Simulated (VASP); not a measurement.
Here is a VASP 6.6.1 calculation.

Contents of INCAR:

```
SYSTEM = MgS
ALGO     = Normal         ! electronic algorithm
EDIFF    = 1E-7           ! SCF threshold, eV
ENCUT    = 520            ! plane-wave cutoff, eV
ISIF     = 2              ! what is computed and relaxed
ISMEAR   = 0              ! smearing method
LASPH    = .TRUE.         ! aspherical terms in the spheres
LCHARG   = .TRUE.         ! write CHGCAR
LELF     = .TRUE.         ! ELF
LREAL    = .FALSE.        ! projectors in reciprocal space
LVHAR    = .TRUE.       
LWAVE    = .FALSE.        ! write WAVECAR
NBANDS   = 11             ! bands
NELM     = 100            ! most SCF steps
PREC     = Accurate       ! precision mode
SIGMA    = 0.05           ! smearing width, eV
```

Contents of KPOINTS:

```
k-points
0
G
  8 8 8
  0 0 0
```

The input POSCAR:

```
MgS
1.0
    0.0000000000      2.6016500000      2.6016500000
    2.6016500000      0.0000000000      2.6016500000
    2.6016500000      2.6016500000      0.0000000000
Mg S
1 1
Direct
    0.0000000000      0.0000000000      0.0000000000
    0.4711721408      0.4711721408      0.5288278592
```

Potentials or basis: VASP PAW LDA potentials, release 64 (Mg, S).

Command:

```sh
$ cat potpaw_LDA.64/Mg/POTCAR potpaw_LDA.64/S/POTCAR > POTCAR
$ mpirun -np 1 vasp_std > vasp.out
```

Problem. Estimate the band gap on the k mesh.

Solution. 2.56 eV, indirect (least direct gap 3.49 eV).

Problem. Predict the pressure.

Solution. -3.1 GPa.

Forces on the atoms (eV/Å):
```
Mg   0.000  0.000 -0.432
S    0.000  0.000  0.432
```

Caveat: the cell differs from its parent crystal (all S atoms moved +0.150 Å, as atom 2 towards its neighbour atom 1 (Mg) at 2.602 Å). A k mesh can miss the band edges.
